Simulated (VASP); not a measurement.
# Sn3Se (Pm-3m) in VASP: settings compared

Sn3Se is run at these levels: LDA, PBEsol; tasks: single point.

Everything below comes from runs of VASP 6.6.1. Logs are shortened: lines on timing, memory, paths and dates and some standing lists are left out, and cuts for length are marked.

### 1 The cell of the first run

It takes space group Pm-3m (No. 221, cubic). Conventional cell: a = 4.773 Å, b = 4.773 Å, c = 4.773 Å, α = 90.00°, β = 90.00°, γ = 90.00°. Within 4.4 Å of Sn (site symmetry 4/mmm) lie 8 Sn at 3.38 Å and 4 Se at 3.38 Å. Se (site symmetry m-3m) has 12 Sn at 3.38 Å within 4.4 Å.

### 2 Single point, LDA (volume scaled by 1.02)

Contents of INCAR:

```
SYSTEM = Sn3Se
  PREC = Accurate
  ENCUT = 520
  EDIFF = 1E-6
  ISMEAR = -1
  SIGMA = 0.05
  LREAL = .FALSE.
  LASPH = .TRUE.
  NELM = 80
  ALGO = Normal
  ISIF = 2
  LWAVE = .FALSE.
  LCHARG = .FALSE.
  NBANDS = 32
```

Contents of KPOINTS:

```
regular mesh
0
G
  6 6 6
  0 0 0
```

Contents of POSCAR:

```
Sn3Se
1.0
    4.7732830874      0.0000000000      0.0000000000
    0.0000000000      4.7732830874      0.0000000000
    0.0000000000      0.0000000000      4.7732830874
Sn Se
3 1
Direct
    0.5000000000      0.5000000000      0.0000000000
    0.5000000000      0.0000000000      0.5000000000
    0.0000000000      0.5000000000      0.5000000000
    0.0000000000      0.0000000000      0.0000000000
```

Potentials or basis: VASP PAW LDA potentials, release 64 (Sn_d, Se).

Command:

```sh
$ cat potpaw_LDA.64/Sn_d/POTCAR potpaw_LDA.64/Se/POTCAR > POTCAR
$ mpirun -np 1 vasp_std > vasp.out
```

OUTCAR:

```text
SYSTEM = Sn3Se
   PREC = Accurate
   ENCUT = 520
   EDIFF = 1E-6
   ISMEAR = -1
   LREAL = .FALSE.
   LASPH = .TRUE.
   NELM = 80
   ISIF = 2

 ion  position               nearest neighbor table
   1  0.500  0.500  0.000-   2 3.38   3 3.38   2 3.38   3 3.38   2 3.38   2 3.38   3 3.38   3 3.38

   2  0.500  0.000  0.500-   1 3.38   3 3.38   1 3.38   1 3.38   3 3.38   1 3.38   3 3.38   3 3.38

   3  0.000  0.500  0.500-   1 3.38   2 3.38   1 3.38   2 3.38   1 3.38   2 3.38   1 3.38   2 3.38

   4  0.000  0.000  0.000-

  LATTYP: Found a simple cubic cell.
 ALAT       =     4.7732830874

  Lattice vectors:

 A1 = (   4.7732830874,   0.0000000000,   0.0000000000)
 A2 = (   0.0000000000,   4.7732830874,   0.0000000000)
 A3 = (   0.0000000000,   0.0000000000,   4.7732830874)

Analysis of symmetry for initial positions (statically):
=====================================================================
 Subroutine PRICEL returns:
 Original cell was already a primitive cell.

 Routine SETGRP: Setting up the symmetry group for a
 simple cubic supercell.

 Subroutine GETGRP returns: Found 48 space group operations
 (whereof 48 operations were pure point group operations)
 out of a pool of 48 trial point group operations.

The static configuration has the point symmetry O_h .

Analysis of symmetry for dynamics (positions and initial velocities):
=====================================================================
 Subroutine PRICEL returns:
 Original cell was already a primitive cell.

 Routine SETGRP: Setting up the symmetry group for a
 simple cubic supercell.

 Subroutine GETGRP returns: Found 48 space group operations
 (whereof 48 operations were pure point group operations)
 out of a pool of 48 trial point group operations.

The dynamic configuration has the point symmetry O_h .

 Subroutine INISYM returns: Found 48 space group operations
 (whereof 48 operations are pure point group operations),
 and found     1 'primitive' translations

----------------------------------------------------------------------------------------

                                     Primitive cell

  volume of cell :     108.7556

  direct lattice vectors                    reciprocal lattice vectors
     4.773283087  0.000000000  0.000000000     0.209499412  0.000000000  0.000000000
     0.000000000  4.773283087  0.000000000     0.000000000  0.209499412  0.000000000
     0.000000000  0.000000000  4.773283087     0.000000000  0.000000000  0.209499412

  length of vectors
     4.773283087  4.773283087  4.773283087     0.209499412  0.209499412  0.209499412

  position of ions in fractional coordinates (direct lattice)
     0.500000000  0.500000000  0.000000000
     0.500000000  0.000000000  0.500000000
     0.000000000  0.500000000  0.500000000
     0.000000000  0.000000000  0.000000000

  ion indices of the primitive-cell ions
   primitive index   ion index
                 1           1
                 2           2
                 3           3
                 4           4

----------------------------------------------------------------------------------------

 KPOINTS: regular mesh

Automatic generation of k-mesh.
 Grid dimensions read from file:
 generate k-points for:    6    6    6

 Generating k-lattice:

  Cartesian coordinates                     Fractional coordinates (reciprocal lattice)
     0.034916569  0.000000000  0.000000000     0.166666667  0.000000000  0.000000000
     0.000000000  0.034916569  0.000000000     0.000000000  0.166666667  0.000000000
     0.000000000  0.000000000  0.034916569     0.000000000  0.000000000  0.166666667

  Length of vectors
     0.034916569  0.034916569  0.034916569

  Shift w.r.t. Gamma in fractional coordinates (k-lattice)
     0.000000000  0.000000000  0.000000000

 Subroutine IBZKPT returns following result:
 ===========================================

 Found     20 irreducible k-points:

 Following reciprocal coordinates:
            Coordinates               Weight
  0.000000  0.000000  0.000000      1.000000
  0.166667  0.000000  0.000000      6.000000
  0.333333  0.000000  0.000000      6.000000
  0.500000  0.000000  0.000000      3.000000
  0.166667  0.166667  0.000000     12.000000
  0.333333  0.166667  0.000000     24.000000
[... 12 lines left out ...]
  0.500000  0.500000  0.333333      6.000000
  0.500000  0.500000  0.500000      1.000000
   k-points           NKPTS =     20   k-points in BZ     NKDIM =     20   number of bands    NBANDS=     32
   number of dos      NEDOS =    301   number of ions     NIONS =      4
   total plane-waves  NPLWV =  46656
   dimension x,y,z NGX =    36 NGY =   36 NGZ =   36
   dimension x,y,z NGXF=    72 NGYF=   72 NGZF=   72
   ions per type =               3   1
   NGX,Y,Z   is equivalent  to a cutoff of  12.54, 12.54, 12.54 a.u.
   NGXF,Y,Z  is equivalent  to a cutoff of  25.08, 25.08, 25.08 a.u.
 SYSTEM =  Sn3Se
[... 27 lines left out ...]
   IMIX   =      4    mixing-type and parameters
     AMIX     =   0.40;   BMIX     =  1.00
     AMIX_MAG =   1.60;   BMIX_MAG =  1.00
  volume/ion in A,a.u.               =      27.19       183.48
  Fermi-wavevector in a.u.,A,eV,Ry     =   1.246440  2.355430 21.138184  1.553613
  Thomas-Fermi vector in A             =   2.380617
   LORBIT       =      0    0 simple, 1 ext, 2 COOP (PROOUT), +10 PAW based schemes
   GGA     = CA    functional components
   LHFCALC =     F    Hartree Fock is set to
   AEXX    =    0.0000 exact exchange contribution
   IVDW    =     0    specifies the selected vdW correction
   LEPSILON=     F    determine dielectric tensor
   LRPA    =     F    only Hartree local field effects (RPA)
 non-spin polarized calculation
  energy-cutoff  :      520.00
  volume of cell :      108.76
 maximum number of plane-waves:      3016
 NGX is ok and might be reduce to    36
   NGX = 17   NGY = 17   NGZ = 17

 number of electron      48.0000031 magnetization

 Free energy of the ion-electron system (eV)
  ---------------------------------------------------
  ext. energy  EPLUGINS =         0.00000000
  ---------------------------------------------------
  free energy    TOTEN  =       -17.34802114 eV

  energy without entropy =      -17.32765495  energy(sigma->0) =      -17.33783804

 E-fermi :   6.7767     XC(G=0): -10.3197

 val. band max:        6.7513822621   @ k =   0.0000   0.0000   0.0000
 cond. band min:       6.7913309964   @ k =   0.5000   0.1667   0.1667
 fundamental gap:      0.0399487343
 Fermi energy:         6.7766857079

 k-point     1 :       0.0000    0.0000    0.0000
  band No.  band energies     occupation
      1     -14.8853      2.00000
      2     -14.8853      2.00000
      3     -14.8853      2.00000
      4     -14.8651      2.00000
      5     -14.8651      2.00000
      6     -14.8330      2.00000
[... 24 lines left out ...]
     31      12.2255      0.00000
     32      12.5363      0.00000

 k-point     2 :       0.1667    0.0000    0.0000
  band No.  band energies     occupation
      1     -14.8825      2.00000
      2     -14.8722      2.00000
      3     -14.8722      2.00000
      4     -14.8642      2.00000
      5     -14.8574      2.00000
      6     -14.8242      2.00000
[... 24 lines left out ...]
     31      12.3241      0.00000
     32      12.3244      0.00000

 k-point     3 :       0.3333    0.0000    0.0000
  band No.  band energies     occupation
      1     -14.8764      2.00000
      2     -14.8624      2.00000
      3     -14.8397      2.00000
      4     -14.8397      2.00000
      5     -14.8380      2.00000
      6     -14.8062      2.00000
[... 24 lines left out ...]
     31      11.2672      0.00000
     32      12.8908      0.00000

 k-point     4 :       0.5000    0.0000    0.0000
  band No.  band energies     occupation
      1     -14.8729      2.00000
      2     -14.8616      2.00000
      3     -14.8230      2.00000
      4     -14.8207      2.00000
      5     -14.8207      2.00000
      6     -14.8097      2.00000
[... 514 lines left out ...]
     31      11.9105      0.00000
     32      14.7545      0.00000

 k-point    19 :       0.5000    0.5000    0.3333
  band No.  band energies     occupation
      1     -14.8668      2.00000
      2     -14.8578      2.00000
      3     -14.8578      2.00000
      4     -14.8517      2.00000
      5     -14.8141      2.00000
      6     -14.8130      2.00000
[... 24 lines left out ...]
     31      12.4914      0.00000
     32      14.3136      0.00000

 k-point    20 :       0.5000    0.5000    0.5000
  band No.  band energies     occupation
      1     -14.8728      2.00000
      2     -14.8601      2.00000
      3     -14.8601      2.00000
      4     -14.8601      2.00000
      5     -14.8190      2.00000
      6     -14.8190      2.00000
[... 24 lines left out ...]
     31      12.6575      0.00000
     32      13.6588      0.00000

------------------------ aborting loop because EDIFF is reached ----------------------------------------

  FORCE on cell =-STRESS in cart. coord.  units (eV):
  Direction    XX          YY          ZZ          XY          YZ          ZX
  --------------------------------------------------------------------------------------
  -------------------------------------------------------------------------------------
  Total       -3.1643397     -3.1643397     -3.1643397      0.0000000      0.0000000     -0.0000000
  in kB      -46.6167617    -46.6167617    -46.6167617      0.0000000      0.0000000     -0.0000000
  external PRESSURE =     -46.6167617 kB  Pullay stress =       0.0000000 kB

 VOLUME and BASIS-vectors are now :
 -----------------------------------------------------------------------------
  energy-cutoff  :      520.00
  volume of cell :      108.76
      direct lattice vectors                 reciprocal lattice vectors
     4.773283087  0.000000000  0.000000000     0.209499412  0.000000000  0.000000000
     0.000000000  4.773283087  0.000000000     0.000000000  0.209499412  0.000000000
     0.000000000  0.000000000  4.773283087     0.000000000  0.000000000  0.209499412

 POSITION                                       TOTAL-FORCE (eV/Angst)
 -----------------------------------------------------------------------------------
      2.38664      2.38664      0.00000         0.000000      0.000000      0.000000
      2.38664      0.00000      2.38664         0.000000      0.000000      0.000000
      0.00000      2.38664      2.38664         0.000000      0.000000      0.000000
      0.00000      0.00000      0.00000         0.000000      0.000000      0.000000
 -----------------------------------------------------------------------------------
    total drift:                                0.000000      0.000000      0.000000

  FREE ENERGIE OF THE ION-ELECTRON SYSTEM (eV)
  ---------------------------------------------------
  free  energy   TOTEN  =       -17.3480211364 eV

  energy  without entropy=      -17.3276549469  energy(sigma->0) =      -17.33783804
```

It took 50 s on 1 thread of Intel Xeon 6975P-C, shared host; peak memory 0.2 GiB.

Results:

```yaml
Free_energy: -17.3480 eV
Pressure: -4.7 GPa
Band_gap_on_the_k_mesh: zero (band 24 reaches 8.69 eV, above the bottom of band 25 at 6.50 eV)
```

Caveat: the cell differs from its parent crystal (volume scaled by 1.02); spin-orbit coupling is left out, which moves the levels of the heavy elements.

### 3 Single point, LDA (volume scaled by 1.04)

Contents of INCAR:

```
SYSTEM = Sn3Se
PREC = Accurate
ENCUT = 520
EDIFF = 1E-6
ISMEAR = -1
SIGMA = 0.05
LREAL = .FALSE.
LASPH = .TRUE.
NELM = 80
ALGO = Normal
ISIF = 2
LWAVE = .FALSE.
LCHARG = .TRUE.
LELF = .TRUE.
LVHAR = .TRUE.
NBANDS = 32
```

KPOINTS is that of step 2.

Contents of POSCAR:

```
Sn3Se
1.0
    4.8042793006      0.0000000000      0.0000000000
    0.0000000000      4.8042793006      0.0000000000
    0.0000000000      0.0000000000      4.8042793006
Sn Se
3 1
Direct
    0.5000000000      0.5000000000      0.0000000000
    0.5000000000      0.0000000000      0.5000000000
    0.0000000000      0.5000000000      0.5000000000
    0.0000000000      0.0000000000      0.0000000000
```

Potentials or basis: VASP PAW LDA potentials, release 64 (Sn_d, Se).

Command:

```sh
$ cat potpaw_LDA.64/Sn_d/POTCAR potpaw_LDA.64/Se/POTCAR > POTCAR
$ mpirun -np 1 vasp_std > vasp.out
```

Wall time 49 s (1 thread of Intel Xeon 6975P-C, shared host); peak memory 0.21 GiB.

The run converged. Its results:

```
Free energy            : -17.2816 eV
Pressure               : -5.4 GPa
Band gap on the k mesh : zero (band 24 reaches 8.42 eV, above the bottom of band 25 at 6.27 eV)
```

Levels at points of the mesh, in eV from the Fermi level:
| k point | band 21 | band 22 | band 23 | band 24 | band 25 | band 26 | band 27 | band 28 |
| --- | --- | --- | --- | --- | --- | --- | --- | --- |
| (0.00, 0.00, 0.00) | -4.08 | -4.08 | -0.02 | -0.02 | -0.02 | 2.18 | 2.18 | 2.18 |
| (0.50, 0.00, 0.00) | -3.05 | -1.76 | -1.66 | -1.66 | -0.05 | 1.72 | 1.90 | 2.09 |
| (0.50, 0.50, 0.00) | -2.27 | -2.02 | -2.02 | -0.69 | 0.13 | 0.13 | 0.15 | 2.97 |
| (0.50, 0.50, 0.50) | -4.97 | -4.97 | -4.45 | 1.86 | 1.86 | 1.86 | 5.56 | 5.56 |

Caveat: the cell differs from its parent crystal (volume scaled by 1.04); spin-orbit coupling is left out, which moves the levels of the heavy elements.

### 4 Single point, LDA (volume scaled by 1.06)

Contents of INCAR:

```
SYSTEM = Sn3Se
PREC = Accurate
ENCUT = 520
EDIFF = 1E-6
ISMEAR = -1
SIGMA = 0.05
LREAL = .False.
LASPH = .True.
NELM = 80
ALGO = Normal
ISIF = 2
LWAVE = .False.
LCHARG = .True.
LELF = .True.
LVHAR = .True.
NBANDS = 32
```

Contents of KPOINTS:

```
Automatic mesh
0
Gamma
  6 6 6
  0 0 0
```

Contents of POSCAR:

```
Sn3Se
1.0
    4.8348806308      0.0000000000      0.0000000000
    0.0000000000      4.8348806308      0.0000000000
    0.0000000000      0.0000000000      4.8348806308
Sn Se
3 1
Direct
    0.5000000000      0.5000000000      0.0000000000
    0.5000000000      0.0000000000      0.5000000000
    0.0000000000      0.5000000000      0.5000000000
    0.0000000000      0.0000000000      0.0000000000
```

Command:

```sh
$ cat potpaw_LDA.64/Sn_d/POTCAR potpaw_LDA.64/Se/POTCAR > POTCAR
$ mpirun -np 1 vasp_std > vasp.out
```

Run time: 48 s. Hardware: 1 thread of Intel Xeon 6975P-C, shared host; peak memory 0.21 GiB.

Results (log left out):

```
Free energy            : -17.2066 eV
Pressure               : -6.0 GPa
Band gap on the k mesh : zero (band 24 reaches 8.16 eV, above the bottom of band 25 at 6.03 eV)
```

Levels at points of the mesh, in eV from the Fermi level:
| k point | band 20 | band 21 | band 22 | band 23 | band 24 | band 25 | band 26 | band 27 | band 28 | band 29 |
| --- | --- | --- | --- | --- | --- | --- | --- | --- | --- | --- |
| (0.00, 0.00, 0.00) | -3.99 | -3.99 | -3.99 | -0.02 | -0.02 | -0.02 | 2.15 | 2.15 | 2.15 | 4.26 |
| (0.50, 0.00, 0.00) | -2.99 | -2.99 | -1.72 | -1.61 | -1.61 | -0.01 | 1.66 | 1.82 | 2.05 | 2.05 |
| (0.50, 0.50, 0.00) | -2.35 | -2.23 | -2.02 | -2.02 | -0.71 | 0.15 | 0.15 | 0.16 | 2.91 | 2.91 |
| (0.50, 0.50, 0.50) | -4.86 | -4.86 | -4.86 | -4.36 | 1.81 | 1.81 | 1.81 | 5.45 | 5.45 | 5.64 |

Caveat: the cell differs from its parent crystal (volume scaled by 1.06); spin-orbit coupling is left out, which moves the levels of the heavy elements.

### 5 Single point, PBEsol

This run uses another cell than the first one, of 26.66 Å³/atom, 0.980 times its volume.

Contents of INCAR:

```
SYSTEM = Sn3Se
ALGO = Normal ; EDIFF = 1E-6
ENCUT = 520 ; GGA = PS
ISIF = 2 ; ISMEAR = -1
LASPH = .TRUE. ; LCHARG = .FALSE.
LREAL = .FALSE. ; LWAVE = .FALSE.
NBANDS = 32 ; NELM = 100
PREC = Accurate ; SIGMA = 0.05
```

Contents of KPOINTS:

```
k-points
0
G
  6 6 6
  0 0 0
```

Contents of POSCAR:

```
Sn3Se
1.0
    4.7418790000      0.0000000000      0.0000000000
    0.0000000000      4.7418790000      0.0000000000
    0.0000000000      0.0000000000      4.7418790000
Sn Se
3 1
Direct
    0.5000000000      0.5000000000      0.0000000000
    0.5000000000      0.0000000000      0.5000000000
    0.0000000000      0.5000000000      0.5000000000
    0.0000000000      0.0000000000      0.0000000000
```

Potentials or basis: VASP PAW PBE potentials, release 64 (Sn_d, Se).

Command:

```sh
$ cat potpaw_PBE.64/Sn_d/POTCAR potpaw_PBE.64/Se/POTCAR > POTCAR
$ mpirun -np 1 vasp_std > vasp.out
```

It took 48 s on 1 thread of Intel Xeon Platinum 8259CL at 2.50GHz (Skylake/Cascade Lake), shared host; peak memory 0.22 GiB.

Results (log left out):

```
Free energy            : -16.5327 eV
Pressure               : -2.7 GPa
Band gap on the k mesh : zero (band 24 reaches 9.06 eV, above the bottom of band 25 at 6.77 eV)
```

Levels at points of the mesh, in eV from the Fermi level:
```tsv
k point	band 20	band 21	band 22	band 23	band 24	band 25	band 26	band 27	band 28	band 29
(0.00, 0.00, 0.00)	-4.30	-4.30	-4.30	-0.03	-0.03	-0.03	2.29	2.29	2.29	4.21
(0.50, 0.00, 0.00)	-3.23	-3.23	-1.86	-1.77	-1.77	-0.15	1.88	2.15	2.20	2.20
(0.50, 0.50, 0.00)	-2.55	-2.36	-2.01	-2.01	-0.63	0.08	0.08	0.11	3.16	3.16
(0.50, 0.50, 0.50)	-5.23	-5.23	-5.23	-4.69	1.99	1.99	1.99	5.88	5.88	6.11
```

Caveat: the PAW data sets were made with another functional, which shifts forces and pressure a little; spin-orbit coupling is left out, which moves the levels of the heavy elements.

### 6 Single point, PBEsol

This run uses another cell than the first one, of 18.97 Å³/atom, 0.698 times its volume.

Contents of INCAR:

```
ALGO = Normal
EDIFF = 1E-7
ENCUT = 520
GGA = PS
ISIF = 2
ISMEAR = -1
LASPH = T
LCHARG = F
LREAL = F
LWAVE = F
NBANDS = 32
NELM = 80
PREC = Accurate
SIGMA = 0.05
```

Contents of KPOINTS:

```
k-points
0
Gamma
  6 6 6
```

Contents of POSCAR:

```
Sn3Se
1.0
    4.2335441081      0.0000000000      0.0000000000
    0.0000000000      4.2335441081      0.0000000000
    0.0000000000      0.0000000000      4.2335441081
Sn Se
3 1
Direct
    0.5000000000      0.5000000000      0.0000000000
    0.5000000000      0.0000000000      0.5000000000
    0.0000000000      0.5000000000      0.5000000000
    0.0000000000      0.0000000000      0.0000000000
```

Potentials or basis: VASP PAW PBE potentials, release 64 (Sn_d, Se).

Command:

```sh
$ cat potpaw_PBE.64/Sn_d/POTCAR potpaw_PBE.64/Se/POTCAR > POTCAR
$ mpirun -np 1 vasp_std > vasp.out
```

It took 33 s on 1 thread of AMD EPYC 7R43 (Zen 3), shared host; peak memory 0.16 GiB.

The run converged. Its results:

| Property | Result |
| --- | --- |
| Free energy | -14.7757 eV |
| Pressure | 30.1 GPa |
| Band gap on the k mesh | zero (band 24 reaches 14.88 eV, above the bottom of band 25 at 10.67 eV) |

Levels at points of the mesh, in eV from the Fermi level:
| k point | band 20 | band 21 | band 22 | band 23 | band 24 | band 25 | band 26 | band 27 | band 28 | band 29 |
| --- | --- | --- | --- | --- | --- | --- | --- | --- | --- | --- |
| (0.00, 0.00, 0.00) | -6.11 | -4.43 | -4.43 | 0.01 | 0.01 | 0.01 | 2.96 | 2.96 | 2.96 | 4.87 |
| (0.50, 0.00, 0.00) | -4.51 | -3.41 | -2.70 | -2.70 | -2.47 | -0.91 | 3.19 | 3.19 | 3.56 | 4.38 |
| (0.50, 0.50, 0.00) | -3.46 | -2.94 | -1.70 | -1.70 | -0.30 | -0.30 | -0.11 | 0.00 | 4.75 | 4.75 |
| (0.50, 0.50, 0.50) | -7.40 | -7.40 | -7.40 | -6.68 | 3.30 | 3.30 | 3.30 | 8.27 | 8.27 | 8.75 |

Caveat: the PAW data sets were made with another functional, which shifts forces and pressure a little; spin-orbit coupling is left out, which moves the levels of the heavy elements.

### 7 Summary

```csv
level,potentials or basis,cell,gap on the mesh (eV),pressure (GPa)
LDA,"VASP PAW LDA potentials, release 64 (Sn_d, Se)","a = 4.773 Å, 4 atoms",none,-4.7
LDA,"VASP PAW LDA potentials, release 64 (Sn_d, Se)","a = 4.804 Å, 4 atoms",none,-5.4
LDA,"VASP PAW LDA potentials, release 64 (Sn_d, Se)","a = 4.835 Å, 4 atoms",none,-6.0
PBEsol,"VASP PAW PBE potentials, release 64 (Sn_d, Se)","a = 4.742 Å, 4 atoms",none,-2.7
PBEsol,"VASP PAW PBE potentials, release 64 (Sn_d, Se)","a = 4.234 Å, 4 atoms",none,30.1
```

Alike in all rows: task single point; no spin polarisation; k mesh 6 × 6 × 6; cutoff (eV) 520; smearing fermi-dirac 0.05 eV.

Caveats: spin-orbit coupling is left out, which moves the levels of the heavy elements; the PAW data sets were made with another functional, which shifts forces and pressure a little (some runs).

Total energies depend on the potentials used, so only differences within one code and one set of settings carry meaning.
